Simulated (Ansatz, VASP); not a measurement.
## ZnS: VASP beside Ansatz

File INCAR:

```
SYSTEM = ZnS
ALGO = Normal
EDIFF = 1E-6
ENCUT = 520
GGA = PS
ISIF = 2
ISMEAR = -1
LASPH = .True.
LCHARG = .False.
LREAL = .False.
LWAVE = .False.
NBANDS = 16
NELM = 100
PREC = Accurate
SIGMA = 0.01
```

KPOINTS

```
k-points
0
Gamma
  8 8 8
  0 0 0
```

The input POSCAR:

```
ZnS
1.0
    0.0000000000      2.7046500000      2.7316965000
    2.7046500000      0.0000000000      2.7316965000
    2.7046500000      2.7046500000      0.0000000000
Zn S
1 1
Direct
    0.0000000000      0.0000000000      0.0000000000
    0.7500000000      0.7500000000      0.7500000000
```

Input for Ansatz:

```yaml
crystal:
  lattice:
    - [0.0, 2.70465, 2.7316965]
    - [2.70465, 0.0, 2.7316965]
    - [2.70465, 2.70465, 0.0]
  atoms:
    - { symbol: Zn, position: [0.0, 0.0, 0.0] }
    - { symbol: S, position: [0.75, 0.75, 0.75] }
kpoints:
  mp_grid: { grid: [8, 8, 8] }
  band_path:
    path:
      - [0.0, 0.0, 0.0]
      - [0.5, 0.0, 0.5]
      - [0.75, 0.25, 0.5]
      - [0.5, 0.5, 0.5]
      - [0.0, 0.0, 0.0]
      - [0.5, 0.5, 0.0]
      - [0.6274629938, 0.6274629938, 0.2549259876]
      - [0.3725370062, 0.3725370062, 0.7450740124]
      - [0.0, 0.0, 0.0]
    npoints: 5
scf:
  occupations: { method: fermi_dirac, width: 0.01 }
hamiltonian:
  xc: pbesol
  pseudopotentials: { kind: all_electron, lapw: { basis_error: 0.00025 } }
output:
  forces: true
  stress: true
  eigenvalues: true
```

Change from the starting cell: zz strain of +1 %.

Alike in both runs: task single point; functional PBEsol; k mesh 8 × 8 × 8; occupations fermi-dirac, width 0.01 eV; no spin polarisation.

|  | VASP | Ansatz |
| --- | --- | --- |
| version | VASP 6.6.1 | Ansatz 0.2.0 |
| potentials or method | VASP PAW PBE potentials, release 64 (Zn, S), cutoff 520 eV | all-electron LAPW, scalar-relativistic |

Ansatz gave:

| Item | Value |
| --- | --- |
| gap on the k mesh at the Fermi level (eV) | 1.91 |
| pressure (GPa) | -2.8 |
| traceless stress, the component that is largest in VASP (GPa) | -0.29 |

Task: Which values does VASP return?

Result: gap on the k mesh at the Fermi level (eV): 1.91; pressure (GPa): -2.7; traceless stress, the component that is largest in VASP (GPa): -0.29.

VASP's potentials were made for PBE, not for PBEsol. Ansatz ran all-electron here, and VASP with PAW potentials.
